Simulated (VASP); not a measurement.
A run of VASP 6.6.1 is set up as follows.

File INCAR:

```
PREC = Accurate ; ENCUT = 520
EDIFF = 1E-6 ; ISMEAR = 0
SIGMA = 0.15 ; LREAL = F
LASPH = T ; NELM = 120
ALGO = Normal ; ISIF = 2
LWAVE = F ; LCHARG = F
GGA = PE ; NBANDS = 28
GGA_COMPAT = F
```

The input KPOINTS:

```
regular mesh
0
Gamma
  6 6 6
```

File POSCAR:

```
Si8N
1.0
    4.7218258405      2.7261474201      1.8874557466
   -4.7218258405      2.7261474201      1.8874557466
    0.0000000000     -5.4522948402      1.8874557466
Si N
8 1
Direct
    0.0198044603      0.7179030939      0.5216794332
    0.9801955397      0.2820969061      0.4783205668
    0.7140043589      0.7140043589      0.7140043589
    0.2820969061      0.4783205668      0.9801955397
    0.4783205668      0.9801955397      0.2820969061
    0.7179030939      0.5216794332      0.0198044603
    0.2859956411      0.2859956411      0.2859956411
    0.5216794332      0.0198044603      0.7179030939
   -0.1987635728     -0.3116539002     -1.7301955397
```

Potentials or basis: VASP PAW PBE potentials, release 64 (Si, N).

Run with:

```bash
$ cat potpaw_PBE.64/Si/POTCAR potpaw_PBE.64/N/POTCAR > POTCAR
$ mpirun -np 1 vasp_std > vasp.out
```

Q: Predict the band gap on the k mesh.

A: Zero (an odd number of electrons rules out a gap without spin polarisation).

Q: Estimate the largest force.

A: 46.898 eV/Å.

Stress tensor (GPa, compression positive):
```
 15.03   4.30  -6.60
  4.30  29.23 -35.07
 -6.60 -35.07  50.20
```

Caveat: atoms lie so close that the PAW spheres overlap strongly, which falsifies energies and pressures; an odd number of electrons without spin polarisation forces a metal; a magnetic or distorted state may lie lower.
